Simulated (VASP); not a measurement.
## Al2O3: single point with PBE

Crystal: Al2O3.

```
CELL_PARAMETERS angstrom
2.53141 1.46151 4.36568
-2.53141 1.46151 4.36568
0.00000 -2.92303 4.36568
ATOMIC_POSITIONS crystal
Al 0.85213 0.85213 0.85213
Al 0.64787 0.64787 0.64787
Al 0.14787 0.14787 0.14787
Al 0.35213 0.35213 0.35213
O 0.05616 0.44384 0.75000
O 0.75000 0.05616 0.44384
O 0.44384 0.75000 0.05616
O 0.94384 0.55616 0.25000
O 0.25000 0.94384 0.55616
O 0.55616 0.25000 0.94384
```

```json
{
 "Program": "VASP 6.6.1",
 "Task": "single point",
 "Functional": "PBE",
 "Potentials or basis": "VASP PAW PBE potentials, release 64 (Al, O)",
 "Cutoff": "520 eV",
 "k mesh": "6 × 6 × 6",
 "Occupations": "gaussian, width 0.05 eV",
 "Spin": "no spin polarisation",
 "Dipole correction": "no",
 "Further INCAR settings": "ALGO = Normal; EDIFF = 1e-06; NBANDS = 35"
}
```

* Pressure: -19.4 GPa
* Largest force: 0.297 eV/Å
* Band gap on the k mesh: 4.28 eV

Forces on the atoms (eV/Å):
```
Al   0.000  0.000  0.297
Al   0.000  0.000 -0.297
Al   0.000  0.000 -0.297
Al   0.000  0.000  0.297
O   -0.225  0.000  0.000
O    0.113 -0.195  0.000
O    0.113  0.195  0.000
O    0.225  0.000  0.000
O   -0.113  0.195  0.000
O   -0.113 -0.195  0.000
```

Stress tensor (GPa, compression positive):
```
-25.75   0.00   0.00
  0.00 -25.75   0.00
  0.00   0.00  -6.76
```

Levels at points of the mesh, in eV from the valence-band top:
| k point | band 21 | band 22 | band 23 | band 24 | band 25 | band 26 | band 27 | band 28 |
| --- | --- | --- | --- | --- | --- | --- | --- | --- |
| (0.00, 0.00, 0.00) | -0.61 | -0.42 | -0.42 | 0.00 | 4.28 | 7.52 | 8.97 | 9.72 |
| (0.50, 0.00, 0.00) | -0.94 | -0.94 | -0.37 | -0.37 | 7.62 | 7.62 | 8.12 | 8.12 |
| (0.50, 0.50, 0.00) | -1.12 | -1.11 | -0.71 | -0.36 | 7.85 | 8.09 | 8.19 | 8.94 |
| (0.50, 0.50, 0.50) | -0.70 | -0.70 | -0.70 | -0.70 | 6.82 | 6.82 | 9.81 | 9.81 |

Run time: 3.1 min on 1 thread of Intel Xeon 8259CL, with other jobs on the host, peak memory 0.27 GiB.

Caveat: the cell stands under tension.
